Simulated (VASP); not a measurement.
Set up this calculation in VASP 6.6.1, as the native input.

* Task: single point
* Functional: PBE
* Potentials or basis: VASP PAW PBE potentials, release 64 (Al, P)
* Cutoff: 520 eV
* k mesh: 6 × 4 × 2
* Occupations: gaussian, width 0.1 eV
* Spin: no spin polarisation
* Dipole correction: no
* Further INCAR settings: ALGO = Normal; EDIFF = 1e-07; NBANDS = 32

The structure of Al2P3 lies in POSCAR:

```
Al2P3
1.0
    3.4204932873      0.0000000000      0.0000000000
    0.0000000000      6.4002890816      0.0000000000
    0.0000000000      0.0000000000      7.8932901219
Al P
4 6
Direct
    0.0000000000      0.7421463395      0.1935461792
    0.0000000000      0.2578536605      0.1935461792
    0.5000000000      0.7578536605      0.8064538208
    0.5000000000      0.2421463395      0.8064538208
    0.0000000000      0.0000000000      0.4166450773
    0.5000000000      0.5000000000      0.3132492014
    0.0000000000      0.0000000000      0.6867507986
    0.5000000000      0.5000000000      0.5833549227
    0.5000000000      0.0000000000      0.0618121400
    0.0000000000      0.5000000000      0.9381878600
```

These files were run (other wordings do the same):

INCAR

```
ALGO = Normal
EDIFF = 1E-7
ENCUT = 520
GGA = PE
ISIF = 2
ISMEAR = 0
LASPH = True
LCHARG = False
LREAL = False
LWAVE = False
NBANDS = 32
NELM = 60
PREC = Accurate
SIGMA = 0.1
```

KPOINTS

```
k-points
0
Gamma
  6 4 2
```

Potentials or basis: VASP PAW PBE potentials, release 64 (Al, P).

The run is started by

```console
$ cat potpaw_PBE.64/Al/POTCAR potpaw_PBE.64/P/POTCAR > POTCAR
$ mpirun -np 1 vasp_std > vasp.out
```

It gave:

```
Pressure               : -0.2 GPa
Largest force          : 0.178 eV/Å
Band gap on the k mesh : zero (band 21 reaches 8.66 eV, above the bottom of band 22 at 5.68 eV)
```

Caveat: the k points lie up to 0.40 Å⁻¹ apart.

Run time: 77 s on 1 thread of Intel(R) Xeon(R) 6975P-C (Granite Rapids), on a shared host, peak memory 0.29 GiB.
